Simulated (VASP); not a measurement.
# SnTe (Fm-3m) in VASP: further runs

The runs below take SnTe through relaxation of cell and atoms, relaxation of the atoms, single point, with PBEsol, LDA, r2SCAN.

All numbers are computed with VASP 6.6.1; they aren't measurements. Logs are shortened: lines on timing, memory, paths and dates and some standing lists are left out, and cuts for length are marked.

### Step 1. The cell of the first run

Symmetry: Fm-3m, No. 225, cubic system. The conventional cell has a = 6.302 Å, b = 6.302 Å, c = 6.302 Å, α = 90.00°, β = 90.00°, γ = 90.00°. Sn (site symmetry m-3m) has 6 Te at 3.15 Å within 4.1 Å. Within 4.1 Å of Te (site symmetry m-3m) lie 6 Sn at 3.15 Å.

### Step 2. Relaxation of cell and atoms, PBEsol

INCAR

```
SYSTEM = SnTe
PREC = Accurate ; ENCUT = 600
EDIFF = 1E-7 ; ISMEAR = -1
SIGMA = 0.1 ; LREAL = .FALSE.
LASPH = .TRUE. ; NELM = 100
ALGO = Normal ; ISIF = 3
LWAVE = .FALSE. ; LCHARG = .FALSE.
GGA = PS ; IBRION = 2
NSW = 80 ; EDIFFG = -0.01
```

KPOINTS

```
Automatic mesh
0
G
  9 9 9
  0 0 0
```

POSCAR

```
SnTe
1.0
    0.0000000000      3.1508500000      3.1508500000
    3.1508500000      0.0000000000      3.1508500000
    3.1508500000      3.1508500000      0.0000000000
Sn Te
1 1
Direct
    0.0000000000      0.0000000000      0.0000000000
    0.5000000000      0.5000000000      0.5000000000
```

Potentials or basis: VASP PAW PBE potentials, release 64 (Sn_d, Te).

On the command line:

```
> cat potpaw_PBE.64/Sn_d/POTCAR potpaw_PBE.64/Te/POTCAR > POTCAR
> mpirun -np 1 vasp_std > vasp.out
```

OUTCAR:

```text
SYSTEM = SnTe
   PREC = Accurate
   ENCUT = 600
   EDIFF = 1E-7
   ISMEAR = -1
   LREAL = .FALSE.
   LASPH = .TRUE.
   NELM = 100
   ISIF = 3
   GGA = PS
   IBRION = 2
   NSW = 80
   EDIFFG = -0.01

 ion  position               nearest neighbor table
   1  0.000  0.000  0.000-   2 3.15   2 3.15   2 3.15   2 3.15   2 3.15   2 3.15
   2  0.500  0.500  0.500-   1 3.15   1 3.15   1 3.15   1 3.15   1 3.15   1 3.15

  LATTYP: Found a face centered cubic cell.
 ALAT       =     6.3017000000

  Lattice vectors:

 A1 = (   0.0000000000,   3.1508500000,   3.1508500000)
 A2 = (   3.1508500000,   0.0000000000,   3.1508500000)
 A3 = (   3.1508500000,   3.1508500000,   0.0000000000)

Analysis of symmetry for initial positions (statically):
=====================================================================
 Subroutine PRICEL returns:
 Original cell was already a primitive cell.

 Routine SETGRP: Setting up the symmetry group for a
 face centered cubic supercell.

 Subroutine GETGRP returns: Found 48 space group operations
 (whereof 48 operations were pure point group operations)
 out of a pool of 48 trial point group operations.

The static configuration has the point symmetry O_h .

Analysis of symmetry for dynamics (positions and initial velocities):
=====================================================================
 Subroutine PRICEL returns:
 Original cell was already a primitive cell.

 Routine SETGRP: Setting up the symmetry group for a
 face centered cubic supercell.

 Subroutine GETGRP returns: Found 48 space group operations
 (whereof 48 operations were pure point group operations)
 out of a pool of 48 trial point group operations.

The dynamic configuration has the point symmetry O_h .

 Subroutine INISYM returns: Found 48 space group operations
 (whereof 48 operations are pure point group operations),
 and found     1 'primitive' translations

----------------------------------------------------------------------------------------

                                     Primitive cell

  volume of cell :      62.5624

  direct lattice vectors                    reciprocal lattice vectors
     0.000000000  3.150850000  3.150850000    -0.158687338  0.158687338  0.158687338
     3.150850000  0.000000000  3.150850000     0.158687338 -0.158687338  0.158687338
     3.150850000  3.150850000  0.000000000     0.158687338  0.158687338 -0.158687338

  length of vectors
     4.455974803  4.455974803  4.455974803     0.274854533  0.274854533  0.274854533

  position of ions in fractional coordinates (direct lattice)
     0.000000000  0.000000000  0.000000000
     0.500000000  0.500000000  0.500000000

  ion indices of the primitive-cell ions
   primitive index   ion index
                 1           1
                 2           2

----------------------------------------------------------------------------------------

 KPOINTS: Automatic mesh

Automatic generation of k-mesh.
 Grid dimensions read from file:
 generate k-points for:    9    9    9

 Generating k-lattice:

  Cartesian coordinates                     Fractional coordinates (reciprocal lattice)
    -0.017631926  0.017631926  0.017631926     0.111111111  0.000000000  0.000000000
     0.017631926 -0.017631926  0.017631926     0.000000000  0.111111111  0.000000000
     0.017631926  0.017631926 -0.017631926     0.000000000  0.000000000  0.111111111

  Length of vectors
     0.030539393  0.030539393  0.030539393

  Shift w.r.t. Gamma in fractional coordinates (k-lattice)
     0.000000000  0.000000000  0.000000000

 Subroutine IBZKPT returns following result:
 ===========================================

 Found     35 irreducible k-points:

 Following reciprocal coordinates:
            Coordinates               Weight
  0.000000  0.000000  0.000000      1.000000
  0.111111  0.000000  0.000000      8.000000
  0.222222  0.000000  0.000000      8.000000
  0.333333  0.000000  0.000000      8.000000
  0.444444  0.000000  0.000000      8.000000
  0.111111  0.111111  0.000000      6.000000
[... 16 lines left out ...]
 -0.333333  0.333333  0.000000     12.000000
  0.444444  0.444444  0.000000      6.000000
 [... further k-points ...]
   k-points           NKPTS =     35   k-points in BZ     NKDIM =     35   number of bands    NBANDS=     14
   number of dos      NEDOS =    301   number of ions     NIONS =      2
   total plane-waves  NPLWV =  46656
   dimension x,y,z NGX =    36 NGY =   36 NGZ =   36
   dimension x,y,z NGXF=    72 NGYF=   72 NGZF=   72
   ions per type =               1   1
   NGX,Y,Z   is equivalent  to a cutoff of  13.43, 13.43, 13.43 a.u.
   NGXF,Y,Z  is equivalent  to a cutoff of  26.86, 26.86, 26.86 a.u.
 SYSTEM =  SnTe
   PREC   = accura    normal or accurate (medium, high low for compatibility)
   ISTART =      0    job   : 0-new  1-cont  2-samecut
   ICHARG =      2    charge: 1-file 2-atom 10-const
   ISPIN  =      1    spin polarized calculation?
   LNONCOLLINEAR =      F non collinear calculations
   LSORBIT =      F    spin-orbit coupling
   LASPH  =      T    aspherical Exc in radial PAW
   ENCUT  =  600.0 eV  44.10 Ry    6.64 a.u.   8.90  8.90  8.90*2*pi/ulx,y,z
   NELM   =    100;   NELMIN=  2; NELMDL= -5     # of ELM steps
   EDIFF  = 0.1E-06   stopping-criterion for ELM
   LREAL  =      F    real-space projection
   EDIFFG = -.1E-01   stopping-criterion for IOM
   NSW    =     80    number of steps for IOM
   IBRION =      2    ionic relax: 0-MD 1-quasi-New 2-CG
   NFREE  =      1    steps in history (QN), initial steepest desc. (CG)
   ISIF   =      3    stress and relaxation
   ISYM   =      2    0-nonsym 1-usesym 2-fastsym
   POTIM  = 0.5000    time-step for ionic-motion
   TEBEG  =    0.0;   TEEND  =   0.0 temperature during run
   PSTRESS=    0.0 pullay stress
   NELECT =      20.0000    total number of electrons
   NUPDOWN=      -1.0000    fix difference up-down
   EMIN   =  10.00;   EMAX   =-10.00  energy-range for DOS
   EFERMI =   0.00;   METHOD = LEGACY
   ISMEAR =    -1;   SIGMA  =   0.10  broadening in eV -4-tet -1-fermi 0-gaus
   EFERMI_NEDOS =   21; number of points for ismear=-14 and -15
   IALGO  =     38    algorithm
   IMIX   =      4    mixing-type and parameters
     AMIX     =   0.40;   BMIX     =  1.00
     AMIX_MAG =   1.60;   BMIX_MAG =  1.00
  volume/ion in A,a.u.               =      31.28       211.10
  Fermi-wavevector in a.u.,A,eV,Ry     =   1.119387  2.115336 17.048485  1.253028
  Thomas-Fermi vector in A             =   2.256026
   LORBIT       =      0    0 simple, 1 ext, 2 COOP (PROOUT), +10 PAW based schemes
   GGA     = PS    functional components
   LHFCALC =     F    Hartree Fock is set to
   AEXX    =    0.0000 exact exchange contribution
   IVDW    =     0    specifies the selected vdW correction
   LEPSILON=     F    determine dielectric tensor
   LRPA    =     F    only Hartree local field effects (RPA)
 conjugate gradient relaxation of ions
 non-spin polarized calculation
  energy-cutoff  :      600.00
  volume of cell :       62.56
 maximum number of plane-waves:      2106
   NGX = 17   NGY = 17   NGZ = 17

--------------------------------------- Ionic step        1  -------------------------------------------

 number of electron      19.9999998 magnetization

 Free energy of the ion-electron system (eV)
  ---------------------------------------------------
  ext. energy  EPLUGINS =         0.00000000
  ---------------------------------------------------
  free energy    TOTEN  =        -8.34195849 eV

  energy without entropy =       -8.33784481  energy(sigma->0) =       -8.33990165

------------------------ aborting loop because EDIFF is reached ----------------------------------------

  FORCE on cell =-STRESS in cart. coord.  units (eV):
  Direction    XX          YY          ZZ          XY          YZ          ZX
  --------------------------------------------------------------------------------------
  -------------------------------------------------------------------------------------
  Total       -0.1126170     -0.1126170     -0.1126170      0.0000000      0.0000000     -0.0000000
  in kB       -2.8840406     -2.8840406     -2.8840406      0.0000000      0.0000000     -0.0000000
  external PRESSURE =      -2.8840406 kB  Pullay stress =       0.0000000 kB
[... 57 lines left out ...]
  energy  without entropy=       -8.3380198416  energy(sigma->0) =       -8.34014621

--------------------------------------- Ionic step        3  -------------------------------------------

 number of electron      19.9999998 magnetization

 Free energy of the ion-electron system (eV)
  ---------------------------------------------------
  ext. energy  EPLUGINS =         0.00000000
  ---------------------------------------------------
  free energy    TOTEN  =        -8.34230818 eV

  energy without entropy =       -8.33808996  energy(sigma->0) =       -8.34019907

 E-fermi :   6.8719     XC(G=0):  -9.6809

 val. band max:        6.6626885883   @ k =   0.4444   0.0000   0.0000
 cond. band min:       7.1877472354   @ k =   0.4444   0.0000   0.0000
 fundamental gap:      0.5250586470
 Fermi energy:         6.8719230328

 k-point     1 :       0.0000    0.0000    0.0000
  band No.  band energies     occupation
      1     -14.9026      2.00000
      2     -14.9026      2.00000
      3     -14.8953      2.00000
      4     -14.8953      2.00000
      5     -14.8953      2.00000
      6      -5.9857      2.00000
      7       2.1941      2.00000
      8       4.7317      2.00000
      9       4.7317      2.00000
     10       4.7317      2.00000
     11      10.2273      0.00000
     12      10.2273      0.00000
     13      10.2273      0.00000
     14      11.5862      0.00000
[... 375 lines left out ...]
 k-point    24 :       0.4444    0.4444    0.0000
  band No.  band energies     occupation
      1     -14.9206      2.00000
      2     -14.8993      2.00000
      3     -14.8978      2.00000
      4     -14.8842      2.00000
      5     -14.8842      2.00000
      6      -4.4434      2.00000
      7       0.2644      2.00000
      8       1.5663      2.00000
      9       3.1418      2.00000
     10       3.1418      2.00000
     11       8.9963      0.00000
     12      11.7423      0.00000
     13      11.7423      0.00000
     14      12.8946      0.00000

 [... further k-points ...]
[... 5 lines left out ...]
  --------------------------------------------------------------------------------------
  -------------------------------------------------------------------------------------
  Total        0.0004670      0.0004670      0.0004670      0.0000000     -0.0000000     -0.0000000
  in kB        0.0120343      0.0120343      0.0120343      0.0000000     -0.0000000     -0.0000000
  external PRESSURE =       0.0120343 kB  Pullay stress =       0.0000000 kB
[... 17 lines left out ...]
  FREE ENERGIE OF THE ION-ELECTRON SYSTEM (eV)
  ---------------------------------------------------
  free  energy   TOTEN  =        -8.3423081770 eV

  energy  without entropy=       -8.3380899638  energy(sigma->0) =       -8.34019907

 reached required accuracy - stopping structural energy minimisation
```

It took 59 s on 1 thread of AMD EPYC 7R13 (Zen 3), shared host; peak memory 0.19 GiB.

Results:

| Item | Value |
| --- | --- |
| Free energy | -8.3423 eV |
| Relaxed volume | 31.09 Å³/atom |
| Relaxed cell | a = 4.447 Å, b = 4.447 Å, c = 4.447 Å, α = 60.00°, β = 60.00°, γ = 60.00° |
| Space group after relaxing (to 0.05 Å) | Fm-3m (No. 225) |
| Energy gained by relaxing | 0.2 meV/atom |
| Ionic steps | 3 |
| Pressure after relaxing | 0.0 GPa |

The path:
```tsv
step	energy change (eV)	largest force (eV/Å)	pressure (GPa)	volume (Å³)
1	0.0000	0.0000	-0.29	62.56
2	-0.0003	0.0000	0.09	62.05
3	-0.0003	0.0000	0.00	62.18
```

Final structure:
```
CELL_PARAMETERS angstrom
0.00000 3.14436 3.14436
3.14436 0.00000 3.14436
3.14436 3.14436 0.00000
ATOMIC_POSITIONS crystal
Sn 0.00000 0.00000 0.00000
Te 0.50000 0.50000 0.50000
```

Caveat: this odd mesh misses L, where the gap lies, so gap, dielectric constants and Born charges aren't listed; the PAW data sets were made with another functional, which shifts forces and pressure a little; spin-orbit coupling is left out, which moves the levels of the heavy elements.

### Step 3. Relaxation of cell and atoms, LDA

INCAR

```
SYSTEM = SnTe
  ALGO = Normal
  EDIFF = 1E-6
  EDIFFG = -0.01
  ENCUT = 600
  GGA = CA
  IBRION = 2
  ISIF = 3
  ISMEAR = -1
  LASPH = .TRUE.
  LCHARG = .FALSE.
  LREAL = .FALSE.
  LWAVE = .FALSE.
  NELM = 100
  NSW = 80
  PREC = Accurate
  SIGMA = 0.1
```

KPOINTS

```
k-points
0
G
  9 9 9
  0 0 0
```

POSCAR is that of step 2.

Potentials or basis: VASP PAW LDA potentials, release 64 (Sn_d, Te).

On the command line:

```
> cat potpaw_LDA.64/Sn_d/POTCAR potpaw_LDA.64/Te/POTCAR > POTCAR
> mpirun -np 1 vasp_std > vasp.out
```

Wall time 64 s (1 thread of AMD EPYC 7R13 (Zen 3), shared host); peak memory 0.17 GiB.

Results (log left out):

```
Free energy                            : -8.8357 eV
Relaxed volume                         : 30.35 Å³/atom
Relaxed cell                           : a = 4.411 Å, b = 4.411 Å, c = 4.411 Å, α = 60.00°, β = 60.00°, γ = 60.00°
Space group after relaxing (to 0.05 Å) : Fm-3m (No. 225)
Energy gained by relaxing              : 4.3 meV/atom
Ionic steps                            : 3
Pressure after relaxing                : 0.0 GPa
```

Step by step:
| step | energy change (eV) | largest force (eV/Å) | pressure (GPa) | volume (Å³) |
| --- | --- | --- | --- | --- |
| 1 | 0.0000 | 0.0000 | -1.46 | 62.56 |
| 2 | -0.0075 | 0.0000 | 0.57 | 60.01 |
| 3 | -0.0087 | 0.0000 | 0.00 | 60.69 |

Final structure:
```
Sn Te
1.0
     0.00000    3.11915    3.11915
     3.11915    0.00000    3.11915
     3.11915    3.11915    0.00000
Sn Te
1 1
Cartesian
  0.0000 0.0000 0.0000
  3.1192 3.1192 3.1192
```

Levels at points of the mesh, in eV from the Fermi level:
| k point | band 8 | band 9 | band 10 | band 11 | band 12 | band 13 |
| --- | --- | --- | --- | --- | --- | --- |
| (0.00, 0.00, 0.00) | -2.19 | -2.19 | -2.19 | 3.37 | 3.37 | 3.37 |

Caveat: this odd mesh misses L, where the gap lies, so gap, dielectric constants and Born charges aren't listed; spin-orbit coupling is left out, which moves the levels of the heavy elements. LDA usually gives volumes a few per cent too small.

### Step 4. Relaxation of the atoms, r2SCAN

This run uses another cell than the first one, of 32.34 Å³/atom, 1.034 times its volume.

POSCAR

```
SnTe
1.0
    0.0000000000      3.1861486200      3.1861486200
    3.1861486200      0.0000000000      3.1861486200
    3.1861486200      3.1861486200      0.0000000000
Sn Te
1 1
Direct
    0.0000000000      0.0000000000      0.0000000000
    0.5000000000      0.5000000000      0.5000000000
```

INCAR.step1

```
PREC = Accurate
ENCUT = 520
ISMEAR = -1
SIGMA = 0.1
LREAL = False
LASPH = True
NELM = 60
GGA = PE
ALGO = Normal
EDIFF = 1E-4
LWAVE = True
LCHARG = False
```

INCAR.step2

```
PREC = Accurate
ENCUT = 520
EDIFF = 1E-6
ISMEAR = -1
SIGMA = 0.1
LREAL = False
LASPH = True
NELM = 60
ALGO = Normal
ISIF = 2
LWAVE = False
LCHARG = False
METAGGA = R2SCAN
LMIXTAU = True
IBRION = 2
NSW = 50
EDIFFG = -0.01
ISTART = 1
```

KPOINTS

```
Automatic mesh
0
Gamma
  9 9 9
```

Potentials or basis: VASP PAW PBE potentials, release 64 (Sn_d, Te).

On the command line:

```
> cat potpaw_PBE.64/Sn_d/POTCAR potpaw_PBE.64/Te/POTCAR > POTCAR
> cp INCAR.step1 INCAR
> mpirun -np 1 vasp_std > vasp.out
> cp INCAR.step2 INCAR
> mpirun -np 1 vasp_std > vasp.out
```

Wall time 3.2 min (1 thread of AMD EPYC 7R13, shared host); peak memory 0.2 GiB.

The run converged. Its results:

```yaml
Free_energy: -50.6903 eV
Pressure_after_relaxing: -0.1 GPa
```

Final structure:
```
Sn Te
1.0
     0.00000    3.18615    3.18615
     3.18615    0.00000    3.18615
     3.18615    3.18615    0.00000
Sn Te
1 1
Direct
  0.00000 0.00000 0.00000
  0.50000 0.50000 0.50000
```

Levels at points of the mesh, in eV from the Fermi level:
```tsv
k point	band 6	band 7	band 8	band 9	band 10	band 11	band 12	band 13	band 14
(0.00, 0.00, 0.00)	-13.25	-4.88	-2.39	-2.39	-2.39	3.36	3.36	3.36	5.03
```

Caveat: the relaxation stopped at its first step, so nothing moved; this odd mesh misses L, where the gap lies, so gap, dielectric constants and Born charges aren't listed; the PAW data sets were made with another functional, which shifts forces and pressure a little; spin-orbit coupling is left out, which moves the levels of the heavy elements.

### Step 5. Relaxation of the atoms, r2SCAN

This run uses another cell than the first one, of 32.99 Å³/atom, 1.055 times its volume.

POSCAR

```
SnTe
1.0
    0.0000000000      3.2072495500      3.2072495500
    3.2072495500      0.0000000000      3.2072495500
    3.2072495500      3.2072495500      0.0000000000
Sn Te
1 1
Direct
    0.0000000000      0.0000000000      0.0000000000
    0.5000000000      0.5000000000      0.5000000000
```

INCAR.step1

```
SYSTEM = SnTe
ALGO = Normal
EDIFF = 1E-4
ENCUT = 520
GGA = PE
ISMEAR = -1
LASPH = .True.
LCHARG = .False.
LREAL = .False.
LWAVE = .True.
NELM = 80
PREC = Accurate
SIGMA = 0.1
```

INCAR.step2

```
SYSTEM = SnTe
ALGO = Normal
EDIFF = 1E-6
EDIFFG = -0.01
ENCUT = 520
IBRION = 2
ISIF = 2
ISMEAR = -1
ISTART = 1
LASPH = .True.
LCHARG = .False.
LMIXTAU = .True.
LREAL = .False.
LWAVE = .False.
METAGGA = R2SCAN
NELM = 80
NSW = 50
PREC = Accurate
SIGMA = 0.1
```

KPOINTS

```
k-points
0
Gamma
  9 9 9
  0 0 0
```

On the command line:

```
> cat potpaw_PBE.64/Sn_d/POTCAR potpaw_PBE.64/Te/POTCAR > POTCAR
> cp INCAR.step1 INCAR
> mpirun -np 1 vasp_std > vasp.out
> cp INCAR.step2 INCAR
> mpirun -np 1 vasp_std > vasp.out
```

Wall time 3.2 min (1 thread of AMD EPYC 7R13, shared host); peak memory 0.2 GiB.

It converged, with:

```
Free energy             : -50.6867 eV
Pressure after relaxing : -0.9 GPa
```

Final structure:
```
Sn Te
1.0
     0.00000    3.20725    3.20725
     3.20725    0.00000    3.20725
     3.20725    3.20725    0.00000
Sn Te
1 1
Direct
  0.00000 0.00000 0.00000
  0.50000 0.50000 0.50000
```

Levels at points of the mesh, in eV from the Fermi level:
```tsv
k point	band 6	band 7	band 8	band 9	band 10	band 11	band 12	band 13	band 14
(0.00, 0.00, 0.00)	-13.09	-4.95	-2.33	-2.33	-2.33	3.33	3.33	3.33	5.08
```

Caveat: the relaxation stopped at its first step, so nothing moved; this odd mesh misses L, where the gap lies, so gap, dielectric constants and Born charges aren't listed; the PAW data sets were made with another functional, which shifts forces and pressure a little; spin-orbit coupling is left out, which moves the levels of the heavy elements.

(Part 1 of 2 ends here.)
